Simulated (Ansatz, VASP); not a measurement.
# One calculation of Al2O3, two programs

File INCAR:

```
SYSTEM = Al2O3
PREC = Accurate
ENCUT = 520
EDIFF = 1E-7
ISMEAR = 0
SIGMA = 0.05
LREAL = .FALSE.
LASPH = .TRUE.
NELM = 100
ALGO = Normal
ISIF = 2
LWAVE = .FALSE.
LCHARG = .FALSE.
GGA = PE
NBANDS = 35
```

KPOINTS

```
Automatic mesh
0
G
  6 6 6
  0 0 0
```

Contents of POSCAR:

```
Al2O3
1.0
    2.5897113169      1.4951705259      3.7692384980
   -2.5897113169      1.4951705259      3.7692384980
    0.0000000000     -2.9903410518      3.7692384980
Al O
4 6
Direct
    0.8406975503      0.8406975503      0.8406975503
    0.6593024497      0.6593024497      0.6593024497
    0.1593024497      0.1593024497      0.1593024497
    0.3406975503      0.3406975503      0.3406975503
    0.0561574040      0.4438425960      0.7500000000
    0.7500000000      0.0561574040      0.4438425960
    0.4438425960      0.7500000000      0.0561574040
    0.9438425960      0.5561574040      0.2500000000
    0.2500000000      0.9438425960      0.5561574040
    0.5561574040      0.2500000000      0.9438425960
```

Input for Ansatz:

```yaml
crystal:
  lattice:
    - [2.5897113169, 1.4951705259, 3.769238498]
    - [-2.5897113169, 1.4951705259, 3.769238498]
    - [0.0, -2.9903410518, 3.769238498]
  atoms:
    - { symbol: Al, position: [0.8406975503, 0.8406975503, 0.8406975503] }
    - { symbol: Al, position: [0.6593024497, 0.6593024497, 0.6593024497] }
    - { symbol: Al, position: [0.1593024497, 0.1593024497, 0.1593024497] }
    - { symbol: Al, position: [0.3406975503, 0.3406975503, 0.3406975503] }
    - { symbol: O, position: [0.056157404, 0.443842596, 0.75] }
    - { symbol: O, position: [0.75, 0.056157404, 0.443842596] }
    - { symbol: O, position: [0.443842596, 0.75, 0.056157404] }
    - { symbol: O, position: [0.943842596, 0.556157404, 0.25] }
    - { symbol: O, position: [0.25, 0.943842596, 0.556157404] }
    - { symbol: O, position: [0.556157404, 0.25, 0.943842596] }
basis:
  ecutwfc: 520.0
kpoints:
  mp_grid: { grid: [6, 6, 6] }
hamiltonian:
  xc: pbe
  pseudopotentials: { kind: paw, azcp: { folder: soft_1 } }
scf:
  occupations: { method: gaussian, width: 0.05 }
output:
  forces: true
  stress: true
  eigenvalues: true
```

Alike in both runs: task single point; functional PBE; k mesh 6 × 6 × 6; occupations gaussian, width 0.05 eV; no spin polarisation.

```csv
,VASP,Ansatz
version,VASP 6.6.1,Ansatz 0.2.0
potentials or method,"VASP PAW PBE potentials, release 64 (Al, O), cutoff 520 eV","scalar-relativistic, plane waves, PAW"
valence electrons in the cell,48,48
```

Ansatz gave:

| Quantity | Value |
| --- | --- |
| gap on the k mesh at the Fermi level (eV) | 3.87 |
| least direct gap on the mesh (eV) | 3.87 |
| pressure (GPa) | 9.8 |
| traceless stress, the component that is largest in VASP (GPa) | 71.14 |
| rms of the force components (eV/Å) | 2.839 |

What did VASP give for the same quantities?

gap on the k mesh at the Fermi level (eV): 3.85; least direct gap on the mesh (eV): 3.85; pressure (GPa): 9.8; traceless stress, the component that is largest in VASP (GPa): 71.11; rms of the force components (eV/Å): 2.848.

Atom by atom the forces differ by 0.014 eV/Å (rms over components).
